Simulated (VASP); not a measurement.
Write the native input for VASP 6.6.1 that does the following.

* Task: single point
* Functional: PBE
* Potentials or basis: VASP PAW PBE potentials, release 64 (Sr_sv, In_d, Te, S)
* Cutoff: 520 eV
* k mesh: 4 × 4 × 2
* Occupations: gaussian, width 0.1 eV
* Spin: no spin polarisation
* Dipole correction: no
* Further INCAR settings: ALGO = Normal; EDIFF = 1e-06; NBANDS = 39

The structure of SrIn2Te2S2 lies in POSCAR:

```
SrIn2Te2S2
1.0
    0.0002272488     -6.0138618889      0.0000950301
   -6.3243393846      3.0042161279     -0.1599691344
    3.1857976623      0.0012598844     -6.2151679033
Sr In Te S
1 2 2 2
Direct
    0.0195522087      0.0000343825      0.0000921573
    0.3034274311      0.7126888184      0.4992171563
    0.5908542112      0.2872974365      0.5006339343
    0.5966443483      0.1637163706      0.8452650018
    0.4330222525      0.8361736233      0.1546103300
    0.1857640697      0.3150351616      0.4630668523
    0.8707354784      0.6850542071      0.5371145680
```

The input as run:

INCAR

```
SYSTEM = SrIn2Te2S2
PREC = Accurate
ENCUT = 520
EDIFF = 1E-6
ISMEAR = 0
SIGMA = 0.1
LREAL = .FALSE.
LASPH = .TRUE.
NELM = 100
ALGO = Normal
ISIF = 2
LWAVE = .FALSE.
LCHARG = .FALSE.
GGA = PE
NBANDS = 39
```

KPOINTS

```
Automatic mesh
0
G
  4 4 2
  0 0 0
```

Potentials or basis: VASP PAW PBE potentials, release 64 (Sr_sv, In_d, Te, S).

Command:

```sh
$ cat potpaw_PBE.64/Sr_sv/POTCAR potpaw_PBE.64/In_d/POTCAR potpaw_PBE.64/Te/POTCAR potpaw_PBE.64/S/POTCAR > POTCAR
$ mpirun -np 1 vasp_std > vasp.out
```

It gave:

```yaml
Pressure: 0.0 GPa
Largest_force: 0.021 eV/Å
Band_gap_on_the_k_mesh: 1.53 eV (least direct gap 1.63 eV)
```

Caveat: the k points lie up to 0.45 Å⁻¹ apart; spin-orbit coupling is left out, which moves the levels of the heavy elements.

Run time: 4.5 min on 1 thread of Intel(R) Xeon(R) Platinum 8375C CPU @ 2.90GHz (Ice Lake) (shared host), peak memory 0.48 GiB.
